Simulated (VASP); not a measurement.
# Pb (P6_3/mmc) in VASP: further runs, part 2 of 2

VASP 6.6.1. Earlier steps stand in the parts before.

**4. Single point, LDA (volume scaled by 0.96)**

Contents of INCAR:

```
SYSTEM = Pb
  PREC = Accurate
  ENCUT = 520
  EDIFF = 1E-6
  ISMEAR = -1
  SIGMA = 0.05
  LREAL = .False.
  LASPH = .True.
  NELM = 60
  ALGO = Normal
  ISIF = 2
  LWAVE = .False.
  LCHARG = .True.
  GGA = CA
  LELF = .True.
  LVHAR = .True.
  NBANDS = 21
```

Contents of KPOINTS:

```
regular mesh
0
Gamma
  9 9 5
  0 0 0
```

Contents of POSCAR:

```
Pb
1.0
    3.4329672075      0.0000000000      0.0000000000
   -1.7164836037      2.9730368121      0.0000000000
    0.0000000000      0.0000000000      5.5144501982
Pb
2
Direct
    0.6666666667      0.3333333333      0.7500000000
    0.3333333333      0.6666666667      0.2500000000
```

Potentials or basis: VASP PAW LDA potentials, release 64 (Pb_d).

Run with:

```bash
$ cat potpaw_LDA.64/Pb_d/POTCAR > POTCAR
$ mpirun -np 1 vasp_std > vasp.out
```

OUTCAR:

```text
SYSTEM = Pb
   PREC = Accurate
   ENCUT = 520
   EDIFF = 1E-6
   ISMEAR = -1
   LREAL = .False.
   LASPH = .True.
   NELM = 60
   ISIF = 2
   GGA = CA

 ion  position               nearest neighbor table
   1  0.667  0.333  0.750-   2 3.40   2 3.40   2 3.40   2 3.40   2 3.40   2 3.40
   2  0.333  0.667  0.250-   1 3.40   1 3.40   1 3.40   1 3.40   1 3.40   1 3.40

  LATTYP: Found a hexagonal cell.
 ALAT       =     3.4329672075
 C/A-ratio  =     1.6063218391

  Lattice vectors:

 A1 = (   3.4329672075,   0.0000000000,   0.0000000000)
 A2 = (  -1.7164836037,   2.9730368121,   0.0000000000)
 A3 = (   0.0000000000,   0.0000000000,   5.5144501982)

Analysis of symmetry for initial positions (statically):
=====================================================================
 Subroutine PRICEL returns:
 Original cell was already a primitive cell.

 Routine SETGRP: Setting up the symmetry group for a
 hexagonal supercell.

 Subroutine GETGRP returns: Found 24 space group operations
 (whereof 12 operations were pure point group operations)
 out of a pool of 24 trial point group operations.

The static configuration has the point symmetry D_3d.
[... 160 lines left out ...]

  energy without entropy =       -8.44143154  energy(sigma->0) =       -8.44593354

 E-fermi :   7.8440     XC(G=0): -10.8184

 val. band max:        7.8206411342   @ k =   0.3333   0.1111   0.2000
 cond. band min:       7.9778508549   @ k =   0.3333   0.3333   0.2000
 fundamental gap:      0.1572097208
 Fermi energy:         7.8439934924

 k-point     1 :       0.0000    0.0000    0.0000
  band No.  band energies     occupation
      1      -9.2446      2.00000
      2      -9.1795      2.00000
      3      -9.1795      2.00000
      4      -9.1793      2.00000
      5      -9.1505      2.00000
      6      -9.1505      2.00000
[... 565 lines left out ...]
     20      20.8932      0.00000
     21      20.8933      0.00000

 [... further k-points ...]

------------------------ aborting loop because EDIFF is reached ----------------------------------------

  FORCE on cell =-STRESS in cart. coord.  units (eV):
  Direction    XX          YY          ZZ          XY          YZ          ZX
  --------------------------------------------------------------------------------------
  -------------------------------------------------------------------------------------
  Total        0.0536808      0.0536808      1.6446804      0.0000000      0.0000000      0.0000000
  in kB        1.5281200      1.5281200     46.8187622      0.0000000      0.0000000      0.0000000
  external PRESSURE =      16.6250007 kB  Pullay stress =       0.0000000 kB

 VOLUME and BASIS-vectors are now :
 -----------------------------------------------------------------------------
  energy-cutoff  :      520.00
  volume of cell :       56.28
      direct lattice vectors                 reciprocal lattice vectors
     3.432967207  0.000000000  0.000000000     0.291293199  0.168178207  0.000000000
    -1.716483604  2.973036812  0.000000000     0.000000000  0.336356414  0.000000000
     0.000000000  0.000000000  5.514450198     0.000000000  0.000000000  0.181341741

 POSITION                                       TOTAL-FORCE (eV/Angst)
 -----------------------------------------------------------------------------------
      1.71648      0.99101      4.13584         0.000000     -0.000000      0.000000
     -0.00000      1.98202      1.37861        -0.000000      0.000000      0.000000
 -----------------------------------------------------------------------------------
    total drift:                                0.000000     -0.000000      0.000000

  FREE ENERGIE OF THE ION-ELECTRON SYSTEM (eV)
  ---------------------------------------------------
  free  energy   TOTEN  =        -8.4504355456 eV

  energy  without entropy=       -8.4414315419  energy(sigma->0) =       -8.44593354
```

OSZICAR:

```text
N       E                     dE             d eps       ncg     rms          rms(c)
DAV:   1     0.294439337657E+03    0.29444E+03   -0.14371E+04  1512   0.166E+03
DAV:   2     0.121780748425E+02   -0.28226E+03   -0.27600E+03  1512   0.413E+02
DAV:   3    -0.785075280536E+01   -0.20029E+02   -0.19831E+02  1846   0.136E+02
DAV:   4    -0.845944803375E+01   -0.60870E+00   -0.60826E+00  1847   0.263E+01
DAV:   5    -0.848796866591E+01   -0.28521E-01   -0.28520E-01  2037   0.525E+00    0.898E-01
DAV:   6    -0.845931916301E+01    0.28650E-01   -0.47618E-02  2084   0.300E+00    0.420E-01
DAV:   7    -0.845109492162E+01    0.82242E-02   -0.16662E-02  2115   0.172E+00    0.118E-01
DAV:   8    -0.845043583475E+01    0.65909E-03   -0.10140E-03  2066   0.435E-01    0.111E-02
DAV:   9    -0.845043555754E+01    0.27721E-06   -0.37334E-05  2157   0.797E-02    0.546E-03
DAV:  10    -0.845043554560E+01    0.11949E-07   -0.21518E-06  1568   0.184E-02
   1 F= -.84504355E+01 E0= -.84459335E+01  d E =-.900400E-02
```

stdout:

```text
POSCAR found type information on POSCAR Pb
 POSCAR found :  1 types and       2 ions
 scaLAPACK will be used
 LDA part: xc-table for (Slater(with rela. corr.)+CA(PZ))
 , standard interpolation
 POSCAR, INCAR and KPOINTS ok, starting setup
 FFT: planning ... GRIDC
 FFT: planning ... GRID_SOFT
 FFT: planning ... GRID
 WAVECAR not read
 entering main loop
```

Run time: 43 s. Hardware: 1 thread of Intel Xeon Platinum 8375C at 2.90GHz (Ice Lake), shared host; peak memory 0.16 GiB.

Results:

* Free energy: -8.4504 eV
* Pressure: 1.7 GPa
* Band gap on the k mesh: zero (band 14 reaches 13.78 eV, above the bottom of band 15 at 5.73 eV)

Levels at points of the mesh, in eV from the Fermi level:
```csv
k point,band 12,band 13,band 14,band 15,band 16,band 17
"(0.00, 0.00, 0.00)",-8.03,-4.49,5.77,5.77,7.77,7.77
```

Caveat: spin-orbit coupling is left out, which moves the levels of the heavy elements.

**5. Single point, LDA (volume scaled by 1.02)**

Contents of INCAR:

```
PREC = Accurate
ENCUT = 520
EDIFF = 1E-6
ISMEAR = -1
SIGMA = 0.05
LREAL = False
LASPH = True
NELM = 80
ALGO = Normal
ISIF = 2
LWAVE = False
LCHARG = True
LELF = True
LVHAR = True
NBANDS = 21
```

Contents of KPOINTS:

```
Automatic mesh
0
Gamma
  9 9 5
```

Contents of POSCAR:

```
Pb
1.0
    3.5030470293      0.0000000000      0.0000000000
   -1.7515235146      3.0337277180      0.0000000000
    0.0000000000      0.0000000000      5.6270209464
Pb
2
Direct
    0.6666666667      0.3333333333      0.7500000000
    0.3333333333      0.6666666667      0.2500000000
```

Potentials or basis: VASP PAW LDA potentials, release 64 (Pb_d).

Run with:

```bash
$ cat potpaw_LDA.64/Pb_d/POTCAR > POTCAR
$ mpirun -np 1 vasp_std > vasp.out
```

OUTCAR:

```text
PREC = Accurate
   ENCUT = 520
   EDIFF = 1E-6
   ISMEAR = -1
   LREAL = False
   LASPH = True
   NELM = 80
   ISIF = 2

 ion  position               nearest neighbor table
   1  0.667  0.333  0.750-   2 3.47   2 3.47   2 3.47   2 3.47   2 3.47   2 3.47
   2  0.333  0.667  0.250-   1 3.47   1 3.47   1 3.47   1 3.47   1 3.47   1 3.47

  LATTYP: Found a hexagonal cell.
 ALAT       =     3.5030470293
 C/A-ratio  =     1.6063218391

  Lattice vectors:

 A1 = (   3.5030470293,   0.0000000000,   0.0000000000)
 A2 = (  -1.7515235146,   3.0337277180,   0.0000000000)
 A3 = (   0.0000000000,   0.0000000000,   5.6270209464)

Analysis of symmetry for initial positions (statically):
=====================================================================
 Subroutine PRICEL returns:
 Original cell was already a primitive cell.

 Routine SETGRP: Setting up the symmetry group for a
 hexagonal supercell.

 Subroutine GETGRP returns: Found 24 space group operations
 (whereof 12 operations were pure point group operations)
 out of a pool of 24 trial point group operations.

The static configuration has the point symmetry D_3d.
 The point group associated with its full space group is D_6h.

Analysis of symmetry for dynamics (positions and initial velocities):
=====================================================================
 Subroutine PRICEL returns:
 Original cell was already a primitive cell.

 Routine SETGRP: Setting up the symmetry group for a
 hexagonal supercell.

 Subroutine GETGRP returns: Found 24 space group operations
 (whereof 12 operations were pure point group operations)
 out of a pool of 24 trial point group operations.

The dynamic configuration has the point symmetry D_3d.
 The point group associated with its full space group is D_6h.

 Subroutine INISYM returns: Found 24 space group operations
[... 103 lines left out ...]
   ISIF   =      2    stress and relaxation
   ISYM   =      2    0-nonsym 1-usesym 2-fastsym
   POTIM  = 0.5000    time-step for ionic-motion
   TEBEG  =    0.0;   TEEND  =   0.0 temperature during run
   PSTRESS=    0.0 pullay stress
   NELECT =      28.0000    total number of electrons
   NUPDOWN=      -1.0000    fix difference up-down
   EMIN   =  10.00;   EMAX   =-10.00  energy-range for DOS
   EFERMI =   0.00;   METHOD = LEGACY
   ISMEAR =    -1;   SIGMA  =   0.05  broadening in eV -4-tet -1-fermi 0-gaus
   EFERMI_NEDOS =   21; number of points for ismear=-14 and -15
   IALGO  =     38    algorithm
   IMIX   =      4    mixing-type and parameters
     AMIX     =   0.40;   BMIX     =  1.00
     AMIX_MAG =   1.60;   BMIX_MAG =  1.00
  volume/ion in A,a.u.               =      29.90       201.78
  Fermi-wavevector in a.u.,A,eV,Ry     =   1.271239  2.402293 21.987669  1.616048
  Thomas-Fermi vector in A             =   2.404183
   LORBIT       =      0    0 simple, 1 ext, 2 COOP (PROOUT), +10 PAW based schemes
   GGA     = CA    functional components
   LHFCALC =     F    Hartree Fock is set to
   AEXX    =    0.0000 exact exchange contribution
   IVDW    =     0    specifies the selected vdW correction
   LEPSILON=     F    determine dielectric tensor
   LRPA    =     F    only Hartree local field effects (RPA)
 non-spin polarized calculation
  energy-cutoff  :      520.00
  volume of cell :       59.80
 maximum number of plane-waves:      1641
 NGX is ok and might be reduce to    28
   NGX = 13   NGY = 13   NGZ = 21

 number of electron      28.0000002 magnetization

 Free energy of the ion-electron system (eV)
  ---------------------------------------------------
  ext. energy  EPLUGINS =         0.00000000
  ---------------------------------------------------
  free energy    TOTEN  =        -8.45289521 eV

  energy without entropy =       -8.44113509  energy(sigma->0) =       -8.44701515

 E-fermi :   7.1181     XC(G=0): -10.5234

 val. band max:        7.0068320027   @ k =   0.3333   0.2222   0.0000
 cond. band min:       7.1319207723   @ k =   0.3333   0.1111   0.2000
 fundamental gap:      0.1250887696
 Fermi energy:         7.1180805606

 k-point     1 :       0.0000    0.0000    0.0000
  band No.  band energies     occupation
      1      -9.8824      2.00000
      2      -9.8388      2.00000
      3      -9.8388      2.00000
      4      -9.8380      2.00000
      5      -9.8154      2.00000
      6      -9.8154      2.00000
[... 565 lines left out ...]
     20      19.6796      0.00000
     21      19.6797      0.00000

 [... further k-points ...]
[... 5 lines left out ...]
  --------------------------------------------------------------------------------------
  -------------------------------------------------------------------------------------
  Total       -0.9295761     -0.9295761      0.2766978     -0.0000000      0.0000000     -0.0000000
  in kB      -24.9054521    -24.9054521      7.4133605     -0.0000000      0.0000000     -0.0000000
  external PRESSURE =     -14.1325146 kB  Pullay stress =       0.0000000 kB

 VOLUME and BASIS-vectors are now :
 -----------------------------------------------------------------------------
  energy-cutoff  :      520.00
  volume of cell :       59.80
      direct lattice vectors                 reciprocal lattice vectors
     3.503047029  0.000000000  0.000000000     0.285465765  0.164813736  0.000000000
    -1.751523515  3.033727718  0.000000000     0.000000000  0.329627473  0.000000000
     0.000000000  0.000000000  5.627020946     0.000000000  0.000000000  0.177713929

 POSITION                                       TOTAL-FORCE (eV/Angst)
 -----------------------------------------------------------------------------------
      1.75152      1.01124      4.22027         0.000000     -0.000000      0.000000
     -0.00000      2.02249      1.40676        -0.000000      0.000000      0.000000
 -----------------------------------------------------------------------------------
    total drift:                               -0.000000      0.000000     -0.000000

  FREE ENERGIE OF THE ION-ELECTRON SYSTEM (eV)
  ---------------------------------------------------
  free  energy   TOTEN  =        -8.4528952077 eV

  energy  without entropy=       -8.4411350899  energy(sigma->0) =       -8.44701515
```

OSZICAR:

```text
N       E                     dE             d eps       ncg     rms          rms(c)
DAV:   1     0.296452717933E+03    0.29645E+03   -0.14233E+04  1512   0.164E+03
DAV:   2     0.128099620850E+02   -0.28364E+03   -0.27720E+03  1522   0.405E+02
DAV:   3    -0.782638597175E+01   -0.20636E+02   -0.20403E+02  1839   0.136E+02
DAV:   4    -0.845357047375E+01   -0.62718E+00   -0.62695E+00  1801   0.269E+01
DAV:   5    -0.848521968941E+01   -0.31649E-01   -0.31648E-01  2056   0.560E+00    0.794E-01
DAV:   6    -0.846032377438E+01    0.24896E-01   -0.43310E-02  2076   0.275E+00    0.380E-01
DAV:   7    -0.845340772148E+01    0.69161E-02   -0.16024E-02  2090   0.164E+00    0.117E-01
DAV:   8    -0.845290035883E+01    0.50736E-03   -0.10794E-03  2067   0.476E-01    0.162E-02
DAV:   9    -0.845289589263E+01    0.44662E-05   -0.80326E-05  2104   0.132E-01    0.695E-03
DAV:  10    -0.845289520766E+01    0.68497E-06   -0.64974E-06  1907   0.358E-02
   1 F= -.84528952E+01 E0= -.84470151E+01  d E =-.117601E-01
```

It took 42 s on 1 thread of Intel Xeon Platinum 8375C at 2.90GHz (Ice Lake), shared host; peak memory 0.16 GiB.

Results:

| Item | Value |
| --- | --- |
| Free energy | -8.4529 eV |
| Pressure | -1.4 GPa |
| Band gap on the k mesh | zero (band 14 reaches 12.72 eV, above the bottom of band 15 at 5.18 eV) |

Caveat: spin-orbit coupling is left out, which moves the levels of the heavy elements.

**6. Summary**

```tsv
level	potentials or basis	cell	gap on the mesh (eV)	pressure (GPa)
r2SCAN	VASP PAW PBE potentials, release 64 (Pb_d)	a = 3.480, b = 3.480, c = 5.590 Å, angles 90.0, 90.0, 120.0°, 2 atoms	none	2.9
r2SCAN	VASP PAW PBE potentials, release 64 (Pb_d)	a = 3.503, b = 3.503, c = 5.627 Å, angles 90.0, 90.0, 120.0°, 2 atoms	none	1.8
LDA	VASP PAW LDA potentials, release 64 (Pb_d)	a = 3.433, b = 3.433, c = 5.514 Å, angles 90.0, 90.0, 120.0°, 2 atoms	none	1.7
LDA	VASP PAW LDA potentials, release 64 (Pb_d)	a = 3.503, b = 3.503, c = 5.627 Å, angles 90.0, 90.0, 120.0°, 2 atoms	none	-1.4
```

Alike in all rows: task single point; no spin polarisation; k mesh 9 × 9 × 5; cutoff (eV) 520; smearing fermi-dirac 0.05 eV.

Caveats: spin-orbit coupling is left out, which moves the levels of the heavy elements; the PAW data sets were made with another functional, which shifts forces and pressure a little (some runs).

Total energies depend on the potentials used, so only differences within one code and one set of settings carry meaning.
